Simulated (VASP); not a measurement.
Tl, 2 atoms in the cell. Symmetry: P6_3/mmc, No. 194, hexagonal system. Conventional cell: a = 3.401 Å, b = 3.401 Å, c = 5.443 Å, α = 90.00°, β = 90.00°, γ = 120.00°. Within 4.4 Å of Tl (site symmetry -6m2) lie 12 Tl at 3.36 to 3.40 Å. 

```yaml
Program: VASP 6.6.1
Task: single point
Functional: LDA
Potentials_or_basis: VASP PAW LDA potentials, release 64 (Tl_d)
Cutoff: 520 eV
k_mesh: 11 × 11 × 6
Occupations: gaussian, width 0.6 eV
Spin: no spin polarisation
Dipole_correction: no
Further_INCAR_settings: ALGO = Normal; EDIFF = 1e-06; NBANDS = 20
```

Potentials or basis: VASP PAW LDA potentials, release 64 (Tl_d).

The run is started by

```sh
$ cat potpaw_LDA.64/Tl_d/POTCAR > POTCAR
$ mpirun -np 1 vasp_std > vasp.out
```

Hardware: 1 thread of Intel(R) Xeon(R) Platinum 8488C (Sapphire Rapids), on a shared host.

Problem. Estimate the wall time of this run.

Solution. It took 35 s on 1 thread of Intel(R) Xeon(R) Platinum 8488C (Sapphire Rapids), with other jobs on the host, peak memory 0.18 GiB. Counts: scf iterations 10, k points 64.
